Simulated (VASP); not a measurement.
Input of a VASP 6.6.1 run:

The input POSCAR:

```
InSb3
1.0
    4.8063670000      0.0000000000      0.0000000000
    0.0000000000      4.8063670000      0.0000000000
    0.0000000000      0.0000000000      4.8063670000
Sb In
3 1
Direct
    0.5000000000      0.5000000000      0.0000000000
    0.0000000000      0.5000000000      0.5000000000
    0.5000000000      0.0000000000      0.5000000000
    0.0000000000      0.0000000000      0.0000000000
```

INCAR.step1

```
PREC     = Accurate       # precision mode
ENCUT    = 520            # plane-wave cutoff, eV
EDIFF    = 1E-5           # SCF threshold, eV
ISMEAR   = -1             # smearing method
SIGMA    = 0.05           # smearing width, eV
LREAL    = False          # projectors in reciprocal space
LASPH    = True           # aspherical terms in the spheres
NELM     = 60             # most SCF steps
ALGO     = Normal         # electronic algorithm
ISIF     = 2              # what is computed and relaxed
LWAVE    = True           # write WAVECAR
GGA      = PE             # functional
NBANDS   = 22             # bands
```

File INCAR.step2:

```
PREC     = Accurate       # precision mode
ENCUT    = 520            # plane-wave cutoff, eV
EDIFF    = 1E-7           # SCF threshold, eV
ISMEAR   = -1             # smearing method
SIGMA    = 0.05           # smearing width, eV
LREAL    = False          # projectors in reciprocal space
LASPH    = True           # aspherical terms in the spheres
NELM     = 60             # most SCF steps
ALGO     = Normal         # electronic algorithm
ISIF     = 2              # what is computed and relaxed
LWAVE    = False          # write WAVECAR
LCHARG   = True           # write CHGCAR
GGA      = PE             # functional
LHFCALC  = True           # exact exchange
AEXX     = 0.4            # exact-exchange fraction
HFSCREEN = 0.2            # screening, 1/A
PRECFOCK = Normal       
LELF     = True           # ELF
LVHAR    = True         
ISTART   = 1            
NBANDS   = 22             # bands
```

File KPOINTS:

```
regular mesh
0
Gamma
  3 3 3
```

Potentials or basis: VASP PAW PBE potentials, release 64 (Sb, In_d).

Command:

```sh
$ cat potpaw_PBE.64/Sb/POTCAR potpaw_PBE.64/In_d/POTCAR > POTCAR
$ cp INCAR.step1 INCAR
$ mpirun -np 1 vasp_std > vasp.out
$ cp INCAR.step2 INCAR
$ mpirun -np 1 vasp_std > vasp.out
```

(1) Estimate the band gap on the k mesh.

(2) Estimate the pressure.

## Answers

(1) zero (band 14 reaches 8.91 eV, above the bottom of band 15 at 6.81 eV).

(2) -4.9 GPa.

Caveat: the k points lie up to 0.44 Å⁻¹ apart; the PAW data sets were made with another functional, which shifts forces and pressure a little; spin-orbit coupling is left out, which moves the levels of the heavy elements.
